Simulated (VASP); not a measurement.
# Pd (P6_3/mmc) in VASP: a series of runs, part 3 of 3

VASP 6.6.1. Earlier steps stand in the parts before.

### 6 Single point, revPBE, collinear spin (15.75 Å³/atom)

This run uses another cell than the first one, of 15.75 Å³/atom.

Input file INCAR:

```
ALGO = Normal
EDIFF = 1E-6
ENCUT = 520
GGA = RE
ISIF = 2
ISMEAR = -1
ISPIN = 2
LASPH = T
LCHARG = F
LMAXMIX = 4
LORBIT = 11
LREAL = F
LWAVE = F
MAGMOM = 0.36 0.36
NBANDS = 21
NELM = 150
PREC = Accurate
SIGMA = 0.05
```

Input file KPOINTS:

```
k-points
0
Gamma
  15 15 8
```

Input file POSCAR:

```
Pd
1.0
    2.7938186893      0.0000000000      0.0000000000
   -1.3969093447      2.4195179585      0.0000000000
    0.0000000000      0.0000000000      4.6605948477
Pd
2
Direct
    0.3333333333      0.6666666667      0.2500000000
    0.6666666667      0.3333333333      0.7500000000
```

Potentials or basis: VASP PAW PBE potentials, release 64 (Pd).

Launch:

```bash
cat potpaw_PBE.64/Pd/POTCAR > POTCAR
mpirun -np 1 vasp_std > vasp.out
```

OUTCAR:

```text
EDIFF = 1E-6
   ENCUT = 520
   GGA = RE
   ISIF = 2
   ISMEAR = -1
   ISPIN = 2
   LASPH = T
   LORBIT = 11
   LREAL = F
   NELM = 150
   PREC = Accurate

 ion  position               nearest neighbor table
   1  0.333  0.667  0.250-   2 2.83   2 2.83   2 2.83   2 2.83   2 2.83   2 2.83
   2  0.667  0.333  0.750-   1 2.83   1 2.83   1 2.83   1 2.83   1 2.83   1 2.83

  LATTYP: Found a hexagonal cell.
 ALAT       =     2.7938186893
 C/A-ratio  =     1.6681808542

  Lattice vectors:

 A1 = (   2.7938186893,   0.0000000000,   0.0000000000)
 A2 = (  -1.3969093447,   2.4195179585,   0.0000000000)
 A3 = (   0.0000000000,   0.0000000000,   4.6605948477)

Analysis of symmetry for initial positions (statically):
=====================================================================
 Subroutine PRICEL returns:
 Original cell was already a primitive cell.

 Routine SETGRP: Setting up the symmetry group for a
 hexagonal supercell.

 Subroutine GETGRP returns: Found 24 space group operations
 (whereof 12 operations were pure point group operations)
 out of a pool of 24 trial point group operations.

The static configuration has the point symmetry D_3d.
 The point group associated with its full space group is D_6h.

Analysis of symmetry for dynamics (positions and initial velocities):
=====================================================================
 Subroutine PRICEL returns:
 Original cell was already a primitive cell.

 Routine SETGRP: Setting up the symmetry group for a
 hexagonal supercell.

 Subroutine GETGRP returns: Found 24 space group operations
 (whereof 12 operations were pure point group operations)
 out of a pool of 24 trial point group operations.

The dynamic configuration has the point symmetry D_3d.
 The point group associated with its full space group is D_6h.

Analysis of structural, dynamic, and magnetic symmetry:
=====================================================================
 Subroutine PRICEL returns:
 Original cell was already a primitive cell.

[... 143 lines left out ...]
 NGX is ok and might be reduce to    24
   NGX = 11   NGY = 11   NGZ = 17

 number of electron      20.0000010 magnetization       0.7157262

 Free energy of the ion-electron system (eV)
  ---------------------------------------------------
  ext. energy  EPLUGINS =         0.00000000
  ---------------------------------------------------
  free energy    TOTEN  =        -9.45832073 eV

  energy without entropy =       -9.42536680  energy(sigma->0) =       -9.44184376

 E-fermi :   8.8242     XC(G=0): -12.6953

 val. band max:        8.8182684101   @ k =   0.4000   0.2000   0.0000
 cond. band min:       8.8295867157   @ k =   0.0667   0.0667   0.3750
 fundamental gap:      0.0113183056
 Fermi energy:         8.8242333219

 spin component 1

 k-point     1 :       0.0000    0.0000    0.0000
  band No.  band energies     occupation
      1       2.1784      1.00000
      2       3.9001      1.00000
      3       5.9951      1.00000
      4       6.2052      1.00000
      5       6.2052      1.00000
      6       6.5155      1.00000
[... 565 lines left out ...]
     20      33.8750      0.00000
     21      35.1222      0.00000

 [... further k-points ...]

 spin component 2

 k-point     1 :       0.0000    0.0000    0.0000
  band No.  band energies     occupation
      1       2.1858      1.00000
      2       4.0828      1.00000
      3       6.2799      1.00000
      4       6.4735      1.00000
      5       6.4735      1.00000
      6       6.7918      1.00000
[... 565 lines left out ...]
     20      33.9174      0.00000
     21      35.1279      0.00000

 [... further k-points ...]
[... 5 lines left out ...]
  --------------------------------------------------------------------------------------
  -------------------------------------------------------------------------------------
  Total       -0.0312493     -0.0312493     -0.1315757      0.0000000      0.0000000      0.0000000
  in kB       -1.5892154     -1.5892154     -6.6914118      0.0000000      0.0000000      0.0000000
  external PRESSURE =      -3.2899475 kB  Pullay stress =       0.0000000 kB

 VOLUME and BASIS-vectors are now :
 -----------------------------------------------------------------------------
  energy-cutoff  :      520.00
  volume of cell :       31.50
      direct lattice vectors                 reciprocal lattice vectors
     2.793818689  0.000000000  0.000000000     0.357933034  0.206652734  0.000000000
    -1.396909345  2.419517959  0.000000000     0.000000000  0.413305467  0.000000000
     0.000000000  0.000000000  4.660594848     0.000000000  0.000000000  0.214564886

 POSITION                                       TOTAL-FORCE (eV/Angst)
 -----------------------------------------------------------------------------------
     -0.00000      1.61301      1.16515         0.000000      0.000000      0.000000
      1.39691      0.80651      3.49545        -0.000000     -0.000000      0.000000
 -----------------------------------------------------------------------------------
    total drift:                                0.000000     -0.000000      0.000000

  FREE ENERGIE OF THE ION-ELECTRON SYSTEM (eV)
  ---------------------------------------------------
  free  energy   TOTEN  =        -9.4583207271 eV

  energy  without entropy=       -9.4253667976  energy(sigma->0) =       -9.44184376

 total charge

# of ion       s       p       d       tot
------------------------------------------
    1        0.458   0.410   8.452   9.321
    2        0.458   0.410   8.452   9.321
--------------------------------------------------
tot          0.917   0.820  16.905  18.641

 magnetization (x)

# of ion       s       p       d       tot
------------------------------------------
    1       -0.003  -0.009   0.372   0.361
    2       -0.003  -0.009   0.372   0.361
--------------------------------------------------
tot         -0.005  -0.018   0.745   0.721
```

stdout:

```text
POSCAR found type information on POSCAR Pd
 POSCAR found :  1 types and       2 ions
 scaLAPACK will be used
 -----------------------------------------------------------------------------
|                                                                             |
|                                                                             |
|     You enforced a specific xc type in the INCAR file but a different       |
|     I HOPE YOU KNOW WHAT YOU ARE DOING!                                     |
|                                                                             |
 -----------------------------------------------------------------------------

 LDA part: xc-table for (Slater+PW92), standard interpolation
 POSCAR, INCAR and KPOINTS ok, starting setup
 FFT: planning ... GRIDC
 FFT: planning ... GRID_SOFT
 FFT: planning ... GRID
 WAVECAR not read
 entering main loop
```

It took 47 s on 1 thread of Intel Xeon 6975P-C (Granite Rapids), shared host; peak memory 0.25 GiB.

Results:

| Quantity | Value |
| --- | --- |
| Free energy | -9.4583 eV |
| Pressure | -0.3 GPa |
| Net moment | 0.72 μB per cell |
| Site moments | Pd +0.36 μB |
| Valence electrons inside the program's atomic spheres | Pd 9.32 |

Caveat: the PAW data sets were made with another functional, which shifts forces and pressure a little.

### 7 Overview

| cell | gap on the mesh (eV) | pressure (GPa) | moment (μB) |
| --- | --- | --- | --- |
| a = 2.901, b = 2.901, c = 4.840 Å, angles 90.0, 90.0, 120.0°, 2 atoms | none | -12.5 | 0.77 |
| a = 2.677, b = 2.677, c = 4.466 Å, angles 90.0, 90.0, 120.0°, 2 atoms | none | 26.6 | 0.35 |
| a = 2.717, b = 2.717, c = 4.533 Å, angles 90.0, 90.0, 120.0°, 2 atoms | none | 15.2 | 0.55 |
| a = 2.756, b = 2.756, c = 4.598 Å, angles 90.0, 90.0, 120.0°, 2 atoms | none | 6.5 | 0.66 |
| a = 2.794, b = 2.794, c = 4.661 Å, angles 90.0, 90.0, 120.0°, 2 atoms | none | -0.3 | 0.72 |

Alike in all rows: task single point; level revPBE; potentials or basis VASP PAW PBE potentials, release 64 (Pd); spin collinear; k mesh 15 × 15 × 8; cutoff (eV) 520; smearing fermi-dirac 0.05 eV.

Caveats: the PAW data sets were made with another functional, which shifts forces and pressure a little; the cell stands under pressure (at least some runs); the cell stands under tension (at least some runs).

Total energies depend on the potentials used, so only differences within one code and one set of settings carry meaning.
